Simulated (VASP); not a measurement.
Tl, 1 atom in the cell. The structure is tetragonal, space group I4/mmm (No. 139). Conventional cell: a = 4.007 Å, b = 4.007 Å, c = 3.869 Å, α = 90.00°, β = 90.00°, γ = 90.00°. Tl (site symmetry 4/mmm) has 14 Tl at 3.43 to 4.01 Å within 4.5 Å. 

```yaml
Program: VASP 6.6.1
Task: relaxation of cell and atoms
Functional: PBE
Potentials_or_basis: VASP PAW PBE potentials, release 64 (Tl_d)
Cutoff: 600 eV
k_mesh: 16 × 16 × 16
Occupations: gaussian, width 0.1 eV
Spin: no spin polarisation
Dipole_correction: no
Further_INCAR_settings: ALGO = Fast; EDIFF = 1e-06; IBRION = 2; EDIFFG = -0.01; NSW = 80; ISIF = 3
```

Potentials or basis: VASP PAW PBE potentials, release 64 (Tl_d).

Command:

```sh
$ cat potpaw_PBE.64/Tl_d/POTCAR > POTCAR
$ mpirun -np 1 vasp_std > vasp.out
```

Hardware: 1 thread of AMD EPYC 9R45 96-Core Processor (Zen 5) (shared host).

Q: How long does it take, and how much memory?

A: Wall time 5.3 min on 1 thread of AMD EPYC 9R45 96-Core Processor (Zen 5), with other jobs on the host, peak memory 0.26 GiB. Counts: scf iterations 71, k points 349, ion steps 13.
